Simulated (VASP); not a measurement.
Here is a VASP 6.6.1 calculation.

Contents of INCAR:

```
SYSTEM = Sc3SnC
PREC = Accurate
ENCUT = 600
EDIFF = 1E-6
ISMEAR = 1
SIGMA = 0.1
LREAL = .False.
LASPH = .True.
NELM = 100
ALGO = Normal
ISIF = 3
LWAVE = .False.
LCHARG = .False.
GGA = PS
IBRION = 2
NSW = 80
EDIFFG = -0.01
PSTRESS = 100.0
```

KPOINTS

```
regular mesh
0
Gamma
  5 5 5
  0 0 0
```

Contents of POSCAR:

```
Sc3SnC
1.0
    4.5302774300      0.0000000000      0.0000000000
    0.0000000000      4.5302774300      0.0000000000
    0.0000000000      0.0000000000      4.5302774300
Sc Sn C
3 1 1
Direct
    0.0000000000      0.5000000000      0.5000000000
    0.5000000000      0.5000000000      0.0000000000
    0.5000000000      0.0000000000      0.5000000000
    0.0000000000      0.0000000000      0.0000000000
    0.5000000000      0.5000000000      0.5000000000
```

Potentials or basis: VASP PAW PBE potentials, release 64 (Sc_sv, Sn_d, C).

The run is started by

```bash
$ cat potpaw_PBE.64/Sc_sv/POTCAR potpaw_PBE.64/Sn_d/POTCAR potpaw_PBE.64/C/POTCAR > POTCAR
$ mpirun -np 1 vasp_std > vasp.out
```

Task: Predict the relaxed cell.

Result: a = 4.369 Å, b = 4.369 Å, c = 4.369 Å, α = 90.00°, β = 90.00°, γ = 90.00°.

Task: Predict the relaxed volume.

Result: 16.68 Å³/atom.

Task: What does it give for the space group after relaxing (to 0.1 Å)?

Result: Pm-3m (No. 221).

Step by step:
```csv
step,energy change (eV),largest force (eV/Å),pressure (GPa),volume (Å³)
1,0.0000,0.0000,-3.12,92.98
2,1.3533,0.0000,32.14,73.95
3,0.1570,0.0000,9.60,83.61
4,0.1693,0.0000,9.96,83.41
```

Caveat: the cell is relaxed towards a set pressure, so the run minimises the enthalpy, not the energy; the PAW data sets were made with another functional, which shifts forces and pressure a little.
